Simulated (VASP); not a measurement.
# ZrB2 (P6/mmm) in VASP: settings compared

The runs below take ZrB2 through single point, with PBE, RPBE, revPBE.

Program: VASP 6.6.1. These are calculated values, not measurements. Logs are shortened: lines on timing, memory, paths and dates and some standing lists are left out, and cuts for length are marked.

## Step 1: The cell of the first run

The structure is hexagonal, space group P6/mmm (No. 191). Conventional cell: a = 3.170 Å, b = 3.170 Å, c = 3.533 Å, α = 90.00°, β = 90.00°, γ = 120.00°. Within 3.4 Å of Zr (site symmetry 6/mmm) lie 12 B at 2.54 Å and 6 Zr at 3.17 Å. Within 2.4 Å of B (site symmetry -6m2) lie 3 B at 1.83 Å.

## Step 2: Single point, PBE

Input file INCAR:

```
SYSTEM = ZrB2
ALGO = Normal ; EDIFF = 1E-7
ENCUT = 520 ; GGA = PE
ISIF = 2 ; ISMEAR = 0
LASPH = .True. ; LCHARG = .False.
LREAL = .False. ; LWAVE = .False.
NBANDS = 16 ; NELM = 100
PREC = Accurate ; SIGMA = 0.027000000000000003
```

Input file KPOINTS:

```
k-points
0
Gamma
  10 10 8
  0 0 0
```

Input file POSCAR:

```
ZrB2
1.0
    3.1700000000      0.0000000000      0.0000000000
   -1.5850000000      2.7453005300      0.0000000000
    0.0000000000      0.0000000000      3.5330000000
Zr B
1 2
Direct
    0.0000000000      0.0000000000      0.0000000000
    0.6666666667      0.3333333333      0.5000000000
    0.3333333333      0.6666666667      0.5000000000
```

Potentials or basis: VASP PAW PBE potentials, release 64 (Zr_sv, B).

The run is started by

```bash
$ cat potpaw_PBE.64/Zr_sv/POTCAR potpaw_PBE.64/B/POTCAR > POTCAR
$ mpirun -np 1 vasp_std > vasp.out
```

OUTCAR:

```text
SYSTEM = ZrB2
   EDIFF = 1E-7
   ENCUT = 520
   GGA = PE
   ISIF = 2
   ISMEAR = 0
   LASPH = .True.
   LREAL = .False.
   NELM = 100
   PREC = Accurate

 ion  position               nearest neighbor table
   1  0.000  0.000  0.000-   2 2.54   3 2.54   2 2.54   3 2.54   2 2.54   2 2.54   3 2.54   3 2.54
                             2 2.54   2 2.54   3 2.54   3 2.54
   2  0.667  0.333  0.500-   3 1.83   3 1.83   3 1.83   1 2.54   1 2.54   1 2.54   1 2.54   1 2.54
                             1 2.54
   3  0.333  0.667  0.500-   2 1.83   2 1.83   2 1.83   1 2.54   1 2.54   1 2.54   1 2.54   1 2.54
                             1 2.54

  LATTYP: Found a hexagonal cell.
 ALAT       =     3.1700000000
 C/A-ratio  =     1.1145110410

  Lattice vectors:

 A1 = (   3.1700000000,   0.0000000000,   0.0000000000)
 A2 = (  -1.5850000000,   2.7453005300,   0.0000000000)
 A3 = (   0.0000000000,   0.0000000000,   3.5330000000)

Analysis of symmetry for initial positions (statically):
=====================================================================
 Subroutine PRICEL returns:
 Original cell was already a primitive cell.

 Routine SETGRP: Setting up the symmetry group for a
 hexagonal supercell.

 Subroutine GETGRP returns: Found 24 space group operations
 (whereof 24 operations were pure point group operations)
 out of a pool of 24 trial point group operations.

The static configuration has the point symmetry D_6h.

Analysis of symmetry for dynamics (positions and initial velocities):
=====================================================================
 Subroutine PRICEL returns:
 Original cell was already a primitive cell.

 Routine SETGRP: Setting up the symmetry group for a
 hexagonal supercell.

 Subroutine GETGRP returns: Found 24 space group operations
 (whereof 24 operations were pure point group operations)
 out of a pool of 24 trial point group operations.

The dynamic configuration has the point symmetry D_6h.

 Subroutine INISYM returns: Found 24 space group operations
 (whereof 24 operations are pure point group operations),
 and found     1 'primitive' translations

----------------------------------------------------------------------------------------

                                     Primitive cell

  volume of cell :      30.7463

  direct lattice vectors                    reciprocal lattice vectors
     3.170000000  0.000000000  0.000000000     0.315457413  0.182129422  0.000000000
[... 85 lines left out ...]
   LASPH  =      T    aspherical Exc in radial PAW
   ENCUT  =  520.0 eV  38.22 Ry    6.18 a.u.   5.89  5.89  6.57*2*pi/ulx,y,z
   NELM   =    100;   NELMIN=  2; NELMDL= -5     # of ELM steps
   EDIFF  = 0.1E-06   stopping-criterion for ELM
   LREAL  =      F    real-space projection
   EDIFFG = 0.1E-05   stopping-criterion for IOM
   NSW    =      0    number of steps for IOM
   IBRION =     -1    ionic relax: 0-MD 1-quasi-New 2-CG
   NFREE  =      0    steps in history (QN), initial steepest desc. (CG)
   ISIF   =      2    stress and relaxation
   ISYM   =      2    0-nonsym 1-usesym 2-fastsym
   POTIM  = 0.5000    time-step for ionic-motion
   TEBEG  =    0.0;   TEEND  =   0.0 temperature during run
   PSTRESS=    0.0 pullay stress
   NELECT =      18.0000    total number of electrons
   NUPDOWN=      -1.0000    fix difference up-down
   EMIN   =  10.00;   EMAX   =-10.00  energy-range for DOS
   EFERMI =   0.00;   METHOD = LEGACY
   ISMEAR =     0;   SIGMA  =   0.03  broadening in eV -4-tet -1-fermi 0-gaus
   EFERMI_NEDOS =   21; number of points for ismear=-14 and -15
   IALGO  =     38    algorithm
   IMIX   =      4    mixing-type and parameters
     AMIX     =   0.40;   BMIX     =  1.00
     AMIX_MAG =   1.60;   BMIX_MAG =  1.00
  volume/ion in A,a.u.               =      10.25        69.16
  Fermi-wavevector in a.u.,A,eV,Ry     =   1.369519  2.588016 25.518847  1.875582
  Thomas-Fermi vector in A             =   2.495387
   LORBIT       =      0    0 simple, 1 ext, 2 COOP (PROOUT), +10 PAW based schemes
   GGA     = PE    functional components
   LHFCALC =     F    Hartree Fock is set to
   AEXX    =    0.0000 exact exchange contribution
   IVDW    =     0    specifies the selected vdW correction
   LEPSILON=     F    determine dielectric tensor
   LRPA    =     F    only Hartree local field effects (RPA)
 non-spin polarized calculation
 Gauss-broadening in eV      SIGMA  =   0.03
  energy-cutoff  :      520.00
  volume of cell :       30.75
 maximum number of plane-waves:       844
 NGX is ok and might be reduce to    24
   NGX = 11   NGY = 11   NGZ = 13

 number of electron      18.0000000 magnetization

 Free energy of the ion-electron system (eV)
  ---------------------------------------------------
  ext. energy  EPLUGINS =         0.00000000
  ---------------------------------------------------
  free energy    TOTEN  =       -24.97420383 eV

  energy without entropy =      -24.97387853  energy(sigma->0) =      -24.97404118

 E-fermi :  10.4036     XC(G=0): -12.4435

 val. band max:       10.4030095790   @ k =   0.2000   0.2000   0.1250
 cond. band min:      10.5983949495   @ k =   0.1000  -0.0000   0.5000
 fundamental gap:      0.1953853705
 Fermi energy:        10.4035741402

 k-point     1 :       0.0000    0.0000    0.0000
  band No.  band energies     occupation
      1     -38.1099      2.00000
      2     -16.2916      2.00000
      3     -15.7456      2.00000
      4     -15.7456      2.00000
      5      -2.2014      2.00000
      6       7.8959      2.00000
[... 433 lines left out ...]
      3     -16.1616      2.00000
      4     -16.0067      2.00000
      5       1.2638      2.00000
      6       2.5211      2.00000
[... 8 lines left out ...]
     15      18.8022      0.00000
     16      20.6110      0.00000

 [... further k-points ...]
[... 5 lines left out ...]
  --------------------------------------------------------------------------------------
  -------------------------------------------------------------------------------------
  Total        0.0983217      0.0983217      0.3387461      0.0000000     -0.0000000     -0.0000000
  in kB        5.1235072      5.1235072     17.6519264      0.0000000     -0.0000000     -0.0000000
  external PRESSURE =       9.2996469 kB  Pullay stress =       0.0000000 kB

 VOLUME and BASIS-vectors are now :
 -----------------------------------------------------------------------------
  energy-cutoff  :      520.00
  volume of cell :       30.75
      direct lattice vectors                 reciprocal lattice vectors
     3.170000000  0.000000000  0.000000000     0.315457413  0.182129422  0.000000000
    -1.585000000  2.745300530  0.000000000     0.000000000  0.364258845  0.000000000
     0.000000000  0.000000000  3.533000000     0.000000000  0.000000000  0.283045570

 POSITION                                       TOTAL-FORCE (eV/Angst)
 -----------------------------------------------------------------------------------
      0.00000      0.00000      0.00000         0.000000      0.000000      0.000000
      1.58500      0.91510      1.76650         0.000000     -0.000000      0.000000
     -0.00000      1.83020      1.76650        -0.000000      0.000000      0.000000
 -----------------------------------------------------------------------------------
    total drift:                               -0.000000      0.000000     -0.000000

  FREE ENERGIE OF THE ION-ELECTRON SYSTEM (eV)
  ---------------------------------------------------
  free  energy   TOTEN  =       -24.9742038319 eV

  energy  without entropy=      -24.9738785319  energy(sigma->0) =      -24.97404118
```

OSZICAR:

```text
N       E                     dE             d eps       ncg     rms          rms(c)
DAV:   1     0.102393518448E+03    0.10239E+03   -0.97368E+03  2248   0.112E+03
DAV:   2    -0.236597548296E+02   -0.12605E+03   -0.12108E+03  2888   0.290E+02
DAV:   3    -0.275883206215E+02   -0.39286E+01   -0.39106E+01  3504   0.443E+01
DAV:   4    -0.276502083648E+02   -0.61888E-01   -0.61879E-01  2632   0.494E+00
DAV:   5    -0.276515303706E+02   -0.13220E-02   -0.13220E-02  3424   0.514E-01    0.215E+01
DAV:   6    -0.250188393930E+02    0.26327E+01   -0.58537E+00  2896   0.161E+01    0.865E+00
DAV:   7    -0.249751699381E+02    0.43669E-01   -0.62257E-01  3072   0.494E+00    0.316E+00
DAV:   8    -0.249786579204E+02   -0.34880E-02   -0.98241E-02  2664   0.252E+00    0.400E-01
DAV:   9    -0.249744867674E+02    0.41712E-02   -0.20371E-02  2736   0.105E+00    0.211E-01
DAV:  10    -0.249741963904E+02    0.29038E-03   -0.16088E-03  2608   0.366E-01    0.359E-02
DAV:  11    -0.249742060034E+02   -0.96130E-05   -0.58001E-05  2968   0.727E-02    0.111E-02
DAV:  12    -0.249742038019E+02    0.22015E-05   -0.27696E-06  2784   0.136E-02    0.574E-03
DAV:  13    -0.249742038319E+02   -0.29935E-07   -0.30297E-07  2744   0.517E-03
   1 F= -.24974204E+02 E0= -.24974041E+02  d E =-.325300E-03
```

stdout:

```text
POSCAR found type information on POSCAR ZrB
 POSCAR found :  2 types and       3 ions
 scaLAPACK will be used
 LDA part: xc-table for (Slater+PW92), standard interpolation
 POSCAR, INCAR and KPOINTS ok, starting setup
 FFT: planning ... GRIDC
 FFT: planning ... GRID_SOFT
 FFT: planning ... GRID
 WAVECAR not read
 entering main loop
```

It took 18 s on 1 thread of Intel Xeon 6975P-C (Granite Rapids), shared host; peak memory 0.16 GiB.

What came out:

| Quantity | Value |
| --- | --- |
| Free energy | -24.9742 eV |
| Pressure | 0.9 GPa |
| Band gap on the k mesh | zero (band 9 reaches 11.10 eV, above the bottom of band 10 at 10.29 eV) |

Stress tensor (GPa, compression positive):
```
0.51 0.00 0.00
0.00 0.51 0.00
0.00 0.00 1.77
```

Levels at points of the mesh, in eV from the Fermi level:
| k point | band 6 | band 7 | band 8 | band 9 | band 10 | band 11 | band 12 | band 13 |
| --- | --- | --- | --- | --- | --- | --- | --- | --- |
| (0.00, 0.00, 0.00) | -2.51 | -2.51 | -2.46 | -2.23 | 3.52 | 3.52 | 4.30 | 4.30 |
| (0.50, 0.00, 0.00) | -8.39 | -3.77 | -2.93 | -2.56 | 2.35 | 2.43 | 5.04 | 5.12 |
| (0.00, 0.00, 0.50) | -6.84 | -0.84 | -0.84 | 0.45 | 0.45 | 0.90 | 0.90 | 1.95 |
| (0.50, 0.00, 0.50) | -6.87 | -4.49 | -4.01 | -1.89 | 3.86 | 4.20 | 5.41 | 6.36 |

## Step 3: Single point, PBE

Input file INCAR:

```
ALGO     = Normal         # electronic algorithm
EDIFF    = 1E-7           # SCF threshold, eV
ENCUT    = 520            # plane-wave cutoff, eV
GGA      = PE             # functional
ISIF     = 2              # what is computed and relaxed
ISMEAR   = 0              # smearing method
LASPH    = T              # aspherical terms in the spheres
LCHARG   = F              # write CHGCAR
LREAL    = F              # projectors in reciprocal space
LWAVE    = F              # write WAVECAR
NBANDS   = 16             # bands
NELM     = 80             # most SCF steps
PREC     = Accurate       # precision mode
SIGMA    = 0.028000000000000004 # smearing width, eV
```

Input file KPOINTS:

```
k-points
0
Gamma
  10 10 8
```

POSCAR is that of step 2.

Potentials or basis: VASP PAW PBE potentials, release 64 (Zr_sv, B).

The run is started by

```bash
$ cat potpaw_PBE.64/Zr_sv/POTCAR potpaw_PBE.64/B/POTCAR > POTCAR
$ mpirun -np 1 vasp_std > vasp.out
```

OUTCAR:

```text
EDIFF = 1E-7
   ENCUT = 520
   GGA = PE
   ISIF = 2
   ISMEAR = 0
   LASPH = T
   LREAL = F
   NELM = 80
   PREC = Accurate

 ion  position               nearest neighbor table
   1  0.000  0.000  0.000-   2 2.54   3 2.54   2 2.54   3 2.54   2 2.54   2 2.54   3 2.54   3 2.54
                             2 2.54   2 2.54   3 2.54   3 2.54
   2  0.667  0.333  0.500-   3 1.83   3 1.83   3 1.83   1 2.54   1 2.54   1 2.54   1 2.54   1 2.54
                             1 2.54
   3  0.333  0.667  0.500-   2 1.83   2 1.83   2 1.83   1 2.54   1 2.54   1 2.54   1 2.54   1 2.54
                             1 2.54

[... 649 lines left out ...]

 [... further k-points ...]
[... 5 lines left out ...]
  --------------------------------------------------------------------------------------
  -------------------------------------------------------------------------------------
  Total        0.0983723      0.0983723      0.3386946      0.0000000      0.0000000     -0.0000000
  in kB        5.1261412      5.1261412     17.6492427      0.0000000      0.0000000     -0.0000000
  external PRESSURE =       9.3005084 kB  Pullay stress =       0.0000000 kB

 VOLUME and BASIS-vectors are now :
 -----------------------------------------------------------------------------
  energy-cutoff  :      520.00
  volume of cell :       30.75
      direct lattice vectors                 reciprocal lattice vectors
     3.170000000  0.000000000  0.000000000     0.315457413  0.182129422  0.000000000
    -1.585000000  2.745300530  0.000000000     0.000000000  0.364258845  0.000000000
     0.000000000  0.000000000  3.533000000     0.000000000  0.000000000  0.283045570

 POSITION                                       TOTAL-FORCE (eV/Angst)
 -----------------------------------------------------------------------------------
      0.00000      0.00000      0.00000         0.000000      0.000000      0.000000
      1.58500      0.91510      1.76650         0.000000     -0.000000      0.000000
     -0.00000      1.83020      1.76650        -0.000000      0.000000      0.000000
 -----------------------------------------------------------------------------------
    total drift:                               -0.000000      0.000000      0.000000

  FREE ENERGIE OF THE ION-ELECTRON SYSTEM (eV)
  ---------------------------------------------------
  free  energy   TOTEN  =       -24.9742159563 eV

  energy  without entropy=      -24.9738745062  energy(sigma->0) =      -24.97404523
```

stdout:

```text
POSCAR found type information on POSCAR ZrB
 POSCAR found :  2 types and       3 ions
 scaLAPACK will be used
 LDA part: xc-table for (Slater+PW92), standard interpolation
 POSCAR, INCAR and KPOINTS ok, starting setup
 FFT: planning ... GRIDC
 FFT: planning ... GRID_SOFT
 FFT: planning ... GRID
 WAVECAR not read
 entering main loop
```

Wall time 17 s (1 thread of Intel Xeon 6975P-C (Granite Rapids), shared host); peak memory 0.16 GiB.

Results:

- Free energy: -24.9742 eV
- Pressure: 0.9 GPa
- Band gap on the k mesh: zero (band 9 reaches 11.10 eV, above the bottom of band 10 at 10.29 eV)

Stress tensor (GPa, compression positive):
```
0.51 0.00 0.00
0.00 0.51 0.00
0.00 0.00 1.76
```

Levels at points of the mesh, in eV from the Fermi level:
```tsv
k point	band 5	band 6	band 7	band 8	band 9	band 10	band 11	band 12	band 13	band 14
(0.00, 0.00, 0.00)	-12.61	-2.51	-2.51	-2.46	-2.23	3.52	3.52	4.30	4.30	4.98
(0.50, 0.00, 0.00)	-8.84	-8.39	-3.77	-2.93	-2.56	2.35	2.43	5.04	5.12	6.64
(0.00, 0.00, 0.50)	-10.58	-6.84	-0.84	-0.84	0.45	0.45	0.90	0.90	1.95	5.16
(0.50, 0.00, 0.50)	-9.80	-6.87	-4.49	-4.01	-1.89	3.86	4.20	5.41	6.36	6.59
```

(Continued in part 2 of 2.)
